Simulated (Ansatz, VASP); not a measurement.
**Two plane-wave programs on Hf**

The input INCAR:

```
  PREC = Accurate
  ENCUT = 520
  EDIFF = 1E-6
  ISMEAR = -1
  SIGMA = 0.05
  LREAL = False
  LASPH = True
  NELM = 100
  ALGO = Normal
  ISIF = 2
  LWAVE = False
  LCHARG = False
  GGA = PE
  NBANDS = 17
```

KPOINTS

```
Automatic mesh
0
Gamma
  14 14 8
```

POSCAR

```
Hf
1.0
    2.7782256480      0.0000000000      0.0000000000
   -1.3891128240      2.4060139886      0.0000000000
    0.0000000000      0.0000000000      4.5819631272
Hf
2
Direct
    0.3333333333      0.6666666667      0.2500000000
    0.6666666667      0.3333333333      0.7500000000
```

Input for Ansatz:

```yaml
crystal:
  lattice:
    - [2.778225648, 0.0, 0.0]
    - [-1.389112824, 2.4060139886, 0.0]
    - [0.0, 0.0, 4.5819631272]
  atoms:
    - { symbol: Hf, position: [0.3333333333, 0.6666666667, 0.25] }
    - { symbol: Hf, position: [0.6666666667, 0.3333333333, 0.75] }
kpoints:
  mp_grid: { grid: [14, 14, 8] }
scf:
  occupations: { method: fermi_dirac, width: 0.05 }
hamiltonian:
  xc: pbe
  pseudopotentials: { kind: paw }
output:
  forces: true
  stress: true
  eigenvalues: true
  populations: true
  write_density: true
  write_potential: true
  elf: true
  volumetric_format: npy
```

Change from the starting cell: volume scaled by 0.68, PAW files.

Alike in both runs: task single point; functional PBE; k mesh 14 × 14 × 8; occupations fermi-dirac, width 0.05 eV; no spin polarisation.

|  | VASP | Ansatz |
| --- | --- | --- |
| version | VASP 6.6.1 | Ansatz 0.2.0 |
| potentials or method | VASP PAW PBE potentials, release 64 (Hf_pv) | PAW with Ansatz's default frozen-core files, scalar-relativistic |
| plane-wave cutoff (eV) | 520 | 420 |
| valence electrons in the cell | 20 | 52 |

```tsv
	VASP	Ansatz	Ansatz less VASP
pressure (GPa)	77.0	77.9	+0.86
traceless stress, the component that is largest in VASP (GPa)	-0.25	-0.01	+0.246
```

Both programs put the cell under a high pressure, so it lies far from rest at this level. VASP's potentials hold 20 valence electrons a cell and Ansatz's 52, so a difference there can come from the potentials and not from the codes.

Spin-orbit coupling is off throughout. Noted on VASP's run: the cell as given lies far from equilibrium.
